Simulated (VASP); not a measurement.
Input of a VASP 6.6.1 run:

Contents of INCAR:

```
SYSTEM = CO2
PREC     = Accurate       ! precision mode
ENCUT    = 910            ! plane-wave cutoff, eV
EDIFF    = 1E-6           ! SCF threshold, eV
ISMEAR   = 0              ! smearing method
SIGMA    = 0.05           ! smearing width, eV
LREAL    = .FALSE.        ! projectors in reciprocal space
LASPH    = .TRUE.         ! aspherical terms in the spheres
NELM     = 120            ! most SCF steps
ALGO     = Normal         ! electronic algorithm
ISIF     = 2              ! what is computed and relaxed
LWAVE    = .FALSE.        ! write WAVECAR
LCHARG   = .FALSE.        ! write CHGCAR
GGA      = PE             ! functional
NBANDS   = 25             ! bands
GGA_COMPAT= .FALSE.
```

File KPOINTS:

```
regular mesh
0
G
  10 10 10
  0 0 0
```

File POSCAR:

```
CO2
1.0
   -1.9653609815      1.9653609815      2.9826310365
    1.9653609815     -1.9653609815      2.9826310365
    1.9653609815      1.9653609815     -2.9826310365
C O
2 4
Direct
    0.0000000000      0.0000000000      0.0000000000
    0.7500000000      0.2500000000      0.5000000000
    0.3750000000      0.2926330172      0.4176330172
    0.7073669828      0.1250000000      0.0823669828
    0.8750000000      0.9573669828      0.5823669828
    0.0426330172      0.6250000000      0.9176330172
```

Potentials or basis: VASP PAW PBE potentials, release 64 (C_h, O_h).

Command:

```sh
$ cat potpaw_PBE.64/C_h/POTCAR potpaw_PBE.64/O_h/POTCAR > POTCAR
$ mpirun -np 1 vasp_std > vasp.out
```

(1) Predict the pressure.

(2) What does it give for the largest force?

(3) Estimate the band gap on the k mesh.

Answers

(1) 2.4 GPa.

(2) 0.013 eV/Å.

(3) 7.73 eV (least direct gap 8.13 eV).

Caveat: the cutoff is under 1.25 times the usual one of these potentials, so pressure, stress and relaxed cells hold a basis-set (Pulay) error.
